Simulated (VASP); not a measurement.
# Cr (Im-3m) in VASP: a series of runs

Cr is run at these levels: PBE; tasks: single point.

Everything below comes from runs of VASP 6.6.1. Logs are shortened: lines on timing, memory, paths and dates and some standing lists are left out, and cuts for length are marked.

### 1 The cell of the first run

The structure is cubic, space group Im-3m (No. 229). Conventional cell: a = 2.848 Å, b = 2.848 Å, c = 2.848 Å, α = 90.00°, β = 90.00°, γ = 90.00°. Within 3.3 Å of Cr (site symmetry m-3m) lie 14 Cr at 2.47 to 2.85 Å.

### 2 Single point, PBE, collinear spin, ferromagnetic start

INCAR reads:

```
SYSTEM = Cr
  PREC = Accurate
  ENCUT = 520
  EDIFF = 1E-7
  ISMEAR = -1
  SIGMA = 0.05
  LREAL = .False.
  LASPH = .True.
  NELM = 150
  ALGO = Normal
  ISIF = 2
  LWAVE = .False.
  LCHARG = .False.
  ISPIN = 2
  MAGMOM = 1.5
  LORBIT = 11
  LMAXMIX = 4
  GGA = PE
  NBANDS = 16
```

KPOINTS reads:

```
regular mesh
0
Gamma
  5 5 5
  0 0 0
```

POSCAR reads:

```
Cr
1.0
   -1.4240148648      1.4240148648      1.4240148648
    1.4240148648     -1.4240148648      1.4240148648
    1.4240148648      1.4240148648     -1.4240148648
Cr
1
Direct
    0.0000000000      0.0000000000      0.0000000000
```

Potentials or basis: VASP PAW PBE potentials, release 64 (Cr_pv).

On the command line:

```bash
$ cat potpaw_PBE.64/Cr_pv/POTCAR > POTCAR
$ mpirun -np 1 vasp_std > vasp.out
```

OUTCAR:

```text
SYSTEM = Cr
   PREC = Accurate
   ENCUT = 520
   EDIFF = 1E-7
   ISMEAR = -1
   LREAL = .False.
   LASPH = .True.
   NELM = 150
   ISIF = 2
   ISPIN = 2
   LORBIT = 11
   GGA = PE

 ion  position               nearest neighbor table
   1  0.000  0.000  0.000-

  LATTYP: Found a body centered cubic cell.
 ALAT       =     2.8480297296

  Lattice vectors:

 A1 = (  -1.4240148648,   1.4240148648,   1.4240148648)
 A2 = (   1.4240148648,  -1.4240148648,   1.4240148648)
 A3 = (   1.4240148648,   1.4240148648,  -1.4240148648)

Analysis of symmetry for initial positions (statically):
=====================================================================
 Subroutine PRICEL returns:
 Original cell was already a primitive cell.

 Routine SETGRP: Setting up the symmetry group for a
 body centered cubic supercell.

 Subroutine GETGRP returns: Found 48 space group operations
 (whereof 48 operations were pure point group operations)
 out of a pool of 48 trial point group operations.

The static configuration has the point symmetry O_h .

Analysis of symmetry for dynamics (positions and initial velocities):
=====================================================================
 Subroutine PRICEL returns:
 Original cell was already a primitive cell.

 Routine SETGRP: Setting up the symmetry group for a
 body centered cubic supercell.

 Subroutine GETGRP returns: Found 48 space group operations
 (whereof 48 operations were pure point group operations)
 out of a pool of 48 trial point group operations.

The dynamic configuration has the point symmetry O_h .

Analysis of structural, dynamic, and magnetic symmetry:
=====================================================================
 Subroutine PRICEL returns:
 Original cell was already a primitive cell.

 Routine SETGRP: Setting up the symmetry group for a
 body centered cubic supercell.

 Subroutine GETGRP returns: Found 48 space group operations
 (whereof 48 operations were pure point group operations)
 out of a pool of 48 trial point group operations.

The overall configuration has the point symmetry O_h .

 Subroutine INISYM returns: Found 48 space group operations
 (whereof 48 operations are pure point group operations),
 and found     1 'primitive' translations

----------------------------------------------------------------------------------------

                                     Primitive cell

  volume of cell :      11.5506

  direct lattice vectors                    reciprocal lattice vectors
    -1.424014865  1.424014865  1.424014865     0.000000000  0.351119930  0.351119930
     1.424014865 -1.424014865  1.424014865     0.351119930  0.000000000  0.351119930
     1.424014865  1.424014865 -1.424014865     0.351119930  0.351119930  0.000000000

  length of vectors
     2.466466097  2.466466097  2.466466097     0.496558567  0.496558567  0.496558567

  position of ions in fractional coordinates (direct lattice)
     0.000000000  0.000000000  0.000000000

  ion indices of the primitive-cell ions
   primitive index   ion index
                 1           1

----------------------------------------------------------------------------------------

 KPOINTS: regular mesh

Automatic generation of k-mesh.
 Grid dimensions read from file:
 generate k-points for:    5    5    5

 Generating k-lattice:

  Cartesian coordinates                     Fractional coordinates (reciprocal lattice)
     0.000000000  0.070223986  0.070223986     0.200000000  0.000000000  0.000000000
     0.070223986  0.000000000  0.070223986     0.000000000  0.200000000  0.000000000
     0.070223986  0.070223986  0.000000000     0.000000000  0.000000000  0.200000000

  Length of vectors
     0.099311713  0.099311713  0.099311713

  Shift w.r.t. Gamma in fractional coordinates (k-lattice)
     0.000000000  0.000000000  0.000000000

 Subroutine IBZKPT returns following result:
 ===========================================

 Found     10 irreducible k-points:

 Following reciprocal coordinates:
            Coordinates               Weight
  0.000000  0.000000  0.000000      1.000000
  0.200000  0.000000  0.000000     12.000000
  0.400000  0.000000  0.000000     12.000000
  0.200000  0.200000  0.000000     24.000000
  0.400000  0.200000  0.000000     24.000000
  0.200000  0.200000  0.200000      8.000000
 -0.200000  0.200000  0.200000      6.000000
 -0.400000  0.400000  0.200000     24.000000
 -0.400000 -0.400000  0.200000      8.000000
 -0.400000  0.400000  0.400000      6.000000
   k-points           NKPTS =     10   k-points in BZ     NKDIM =     10   number of bands    NBANDS=     16
   number of dos      NEDOS =    301   number of ions     NIONS =      1
   total plane-waves  NPLWV =   5832
   dimension x,y,z NGX =    18 NGY =   18 NGZ =   18
   dimension x,y,z NGXF=    36 NGYF=   36 NGZF=   36
   ions per type =               1
   NGX,Y,Z   is equivalent  to a cutoff of  12.13, 12.13, 12.13 a.u.
   NGXF,Y,Z  is equivalent  to a cutoff of  24.26, 24.26, 24.26 a.u.
 SYSTEM =  Cr
   PREC   = accura    normal or accurate (medium, high low for compatibility)
   ISTART =      0    job   : 0-new  1-cont  2-samecut
   ICHARG =      2    charge: 1-file 2-atom 10-const
   ISPIN  =      2    spin polarized calculation?
   LNONCOLLINEAR =      F non collinear calculations
   LSORBIT =      F    spin-orbit coupling
   LASPH  =      T    aspherical Exc in radial PAW
   ENCUT  =  520.0 eV  38.22 Ry    6.18 a.u.   4.59  4.59  4.59*2*pi/ulx,y,z
   NELM   =    150;   NELMIN=  2; NELMDL= -5     # of ELM steps
   EDIFF  = 0.1E-06   stopping-criterion for ELM
   LREAL  =      F    real-space projection
   EDIFFG = 0.1E-05   stopping-criterion for IOM
   NSW    =      0    number of steps for IOM
   IBRION =     -1    ionic relax: 0-MD 1-quasi-New 2-CG
   NFREE  =      0    steps in history (QN), initial steepest desc. (CG)
   ISIF   =      2    stress and relaxation
   ISYM   =      2    0-nonsym 1-usesym 2-fastsym
   POTIM  = 0.5000    time-step for ionic-motion
   TEBEG  =    0.0;   TEEND  =   0.0 temperature during run
   PSTRESS=    0.0 pullay stress
   NELECT =      12.0000    total number of electrons
   NUPDOWN=      -1.0000    fix difference up-down
   EMIN   =  10.00;   EMAX   =-10.00  energy-range for DOS
   EFERMI =   0.00;   METHOD = LEGACY
   ISMEAR =    -1;   SIGMA  =   0.05  broadening in eV -4-tet -1-fermi 0-gaus
   EFERMI_NEDOS =   21; number of points for ismear=-14 and -15
   IALGO  =     38    algorithm
   IMIX   =      4    mixing-type and parameters
     AMIX     =   0.40;   BMIX     =  1.00
     AMIX_MAG =   1.60;   BMIX_MAG =  1.00
  volume/ion in A,a.u.               =      11.55        77.95
  Fermi-wavevector in a.u.,A,eV,Ry     =   1.658062  3.133283 37.404716  2.749169
  Thomas-Fermi vector in A             =   2.745707
   LORBIT       =     11    0 simple, 1 ext, 2 COOP (PROOUT), +10 PAW based schemes
   GGA     = PE    functional components
   LHFCALC =     F    Hartree Fock is set to
   AEXX    =    0.0000 exact exchange contribution
   IVDW    =     0    specifies the selected vdW correction
   LEPSILON=     F    determine dielectric tensor
   LRPA    =     F    only Hartree local field effects (RPA)
 spin polarized calculation
  energy-cutoff  :      520.00
  volume of cell :       11.55
 maximum number of plane-waves:       321
 NGX is ok and might be reduce to    18
   NGX =  9   NGY =  9   NGZ =  9

 number of electron      11.9999994 magnetization       0.0010875

 number of electron      11.9999994 magnetization      -0.0002515

 Free energy of the ion-electron system (eV)
  ---------------------------------------------------
  ext. energy  EPLUGINS =         0.00000000
  ---------------------------------------------------
  free energy    TOTEN  =        -9.51233060 eV

  energy without entropy =       -9.49789553  energy(sigma->0) =       -9.50511307

 E-fermi :  11.0488     XC(G=0): -13.6765

 val. band max:       11.0169756295   @ k =   0.4000   0.0000   0.0000
 cond. band min:      11.1227126792   @ k =  -0.2000   0.2000   0.2000
 fundamental gap:      0.1057370498
 Fermi energy:        11.0487781015

 spin component 1

 k-point     1 :       0.0000    0.0000    0.0000
  band No.  band energies     occupation
      1     -31.7774      1.00000
      2     -31.7774      1.00000
      3     -31.7774      1.00000
      4       3.1152      1.00000
      5      10.0446      1.00000
      6      10.0446      1.00000
[... 8 lines left out ...]
     15      40.7684      0.00000
     16      45.3243      0.00000
[... 153 lines left out ...]
 k-point    10 :      -0.4000    0.4000    0.4000
  band No.  band energies     occupation
      1     -32.4040      1.00000
      2     -32.3420      1.00000
      3     -32.3420      1.00000
      4       7.0930      1.00000
      5       7.0995      1.00000
      6      12.4587      0.00000
[... 8 lines left out ...]
     15      37.2220      0.00000
     16      45.9311      0.00000
 Fermi energy:        11.0487781015

 spin component 2

 k-point     1 :       0.0000    0.0000    0.0000
  band No.  band energies     occupation
      1     -31.7775      1.00000
      2     -31.7775      1.00000
      3     -31.7775      1.00000
      4       3.1149      1.00000
      5      10.0444      1.00000
      6      10.0444      1.00000
[... 8 lines left out ...]
     15      40.7681      0.00000
     16      45.3241      0.00000
[... 153 lines left out ...]
 k-point    10 :      -0.4000    0.4000    0.4000
  band No.  band energies     occupation
      1     -32.4041      1.00000
      2     -32.3422      1.00000
      3     -32.3422      1.00000
      4       7.0928      1.00000
      5       7.0993      1.00000
      6      12.4585      0.00000
[... 8 lines left out ...]
     15      37.2218      0.00000
     16      45.9309      0.00000

------------------------ aborting loop because EDIFF is reached ----------------------------------------

  FORCE on cell =-STRESS in cart. coord.  units (eV):
  Direction    XX          YY          ZZ          XY          YZ          ZX
  --------------------------------------------------------------------------------------
  -------------------------------------------------------------------------------------
  Total       -0.0302831     -0.0302831     -0.0302831      0.0000000      0.0000000      0.0000000
  in kB       -4.2005672     -4.2005672     -4.2005672      0.0000000      0.0000000      0.0000000
  external PRESSURE =      -4.2005672 kB  Pullay stress =       0.0000000 kB

 VOLUME and BASIS-vectors are now :
 -----------------------------------------------------------------------------
  energy-cutoff  :      520.00
  volume of cell :       11.55
      direct lattice vectors                 reciprocal lattice vectors
    -1.424014865  1.424014865  1.424014865     0.000000000  0.351119930  0.351119930
     1.424014865 -1.424014865  1.424014865     0.351119930  0.000000000  0.351119930
     1.424014865  1.424014865 -1.424014865     0.351119930  0.351119930  0.000000000

 POSITION                                       TOTAL-FORCE (eV/Angst)
 -----------------------------------------------------------------------------------
      0.00000      0.00000      0.00000         0.000000      0.000000      0.000000
 -----------------------------------------------------------------------------------
    total drift:                               -0.000000      0.000000      0.000000

  FREE ENERGIE OF THE ION-ELECTRON SYSTEM (eV)
  ---------------------------------------------------
  free  energy   TOTEN  =        -9.5123306045 eV

  energy  without entropy=       -9.4978955312  energy(sigma->0) =       -9.50511307

 total charge

# of ion       s       p       d       tot
------------------------------------------
    1        0.441   6.410   4.205  11.056

 magnetization (x)

# of ion       s       p       d       tot
------------------------------------------
    1       -0.000  -0.000  -0.000  -0.000
```

Run time: 5.1 s. Hardware: 1 thread of Intel Xeon 6975P-C, shared host; peak memory 0.12 GiB.

Results:

- Free energy: -9.5123 eV
- Pressure: -0.4 GPa
- Band gap on the k mesh: zero (filled and empty bands overlap)
- Net moment: 0.00 μB per cell
- Valence electrons inside the program's atomic spheres: Cr 11.06

Levels at points of the mesh, in eV from the Fermi level:
Spin up:
| k point | band 3 | band 4 | band 5 | band 6 | band 7 | band 8 | band 9 | band 10 |
| --- | --- | --- | --- | --- | --- | --- | --- | --- |
| (0.00, 0.00, 0.00) | -42.83 | -7.93 | -1.00 | -1.00 | -1.00 | 1.05 | 1.05 | 7.00 |
Spin down:
```tsv
k point	band 2	band 3	band 4	band 5	band 6	band 7	band 8	band 9	band 10	band 11
(0.00, 0.00, 0.00)	-42.83	-42.83	-7.93	-1.00	-1.00	-1.00	1.05	1.05	7.00	22.23
```

Caveat: the k points lie up to 0.62 Å⁻¹ apart; the starting moments collapsed, and a magnetic state may lie lower.

### 3 Single point, PBE, collinear spin, ferromagnetic start

INCAR reads:

```
ALGO     = Normal         # electronic algorithm
EDIFF    = 1E-6           # SCF threshold, eV
ENCUT    = 520            # plane-wave cutoff, eV
GGA      = PE             # functional
ISIF     = 2              # what is computed and relaxed
ISMEAR   = -1             # smearing method
ISPIN    = 2              # spin polarisation
LASPH    = True           # aspherical terms in the spheres
LCHARG   = True           # write CHGCAR
LELF     = True           # ELF
LMAXMIX  = 4              # l up to which the mixer works
LORBIT   = 11             # projections on sites
LREAL    = False          # projectors in reciprocal space
LVHAR    = True         
LWAVE    = False          # write WAVECAR
MAGMOM   = 1.5            # initial moments
NBANDS   = 16             # bands
NELM     = 150            # most SCF steps
PREC     = Accurate       # precision mode
SIGMA    = 0.05           # smearing width, eV
```

KPOINTS reads:

```
k-points
0
Gamma
  7 7 7
```

POSCAR is that of step 2.

Potentials or basis: VASP PAW PBE potentials, release 64 (Cr_pv).

On the command line:

```bash
$ cat potpaw_PBE.64/Cr_pv/POTCAR > POTCAR
$ mpirun -np 1 vasp_std > vasp.out
```

Run time: 6.8 s. Hardware: 1 thread of Intel Xeon 6975P-C, shared host; peak memory 0.13 GiB.

The run converged. Its results:

```yaml
Free_energy: -9.4986 eV
Pressure: -0.6 GPa
Band_gap_on_the_k_mesh: zero (filled and empty bands overlap)
Net_moment: 0.00 μB per cell
Valence_electrons_inside_the_program's_atomic_spheres: Cr 11.06
```

Levels at points of the mesh, in eV from the Fermi level:
Spin up:
| k point | band 2 | band 3 | band 4 | band 5 | band 6 | band 7 | band 8 | band 9 | band 10 | band 11 |
| --- | --- | --- | --- | --- | --- | --- | --- | --- | --- | --- |
| (0.00, 0.00, 0.00) | -42.75 | -42.75 | -7.93 | -0.95 | -0.95 | -0.95 | 1.11 | 1.11 | 7.10 | 22.23 |
Spin down:
| k point | band 2 | band 3 | band 4 | band 5 | band 6 | band 7 | band 8 | band 9 | band 10 | band 11 |
| --- | --- | --- | --- | --- | --- | --- | --- | --- | --- | --- |
| (0.00, 0.00, 0.00) | -42.75 | -42.75 | -7.93 | -0.95 | -0.95 | -0.95 | 1.11 | 1.11 | 7.10 | 22.23 |

Caveat: the k points lie up to 0.45 Å⁻¹ apart; the starting moments collapsed, and a magnetic state may lie lower.
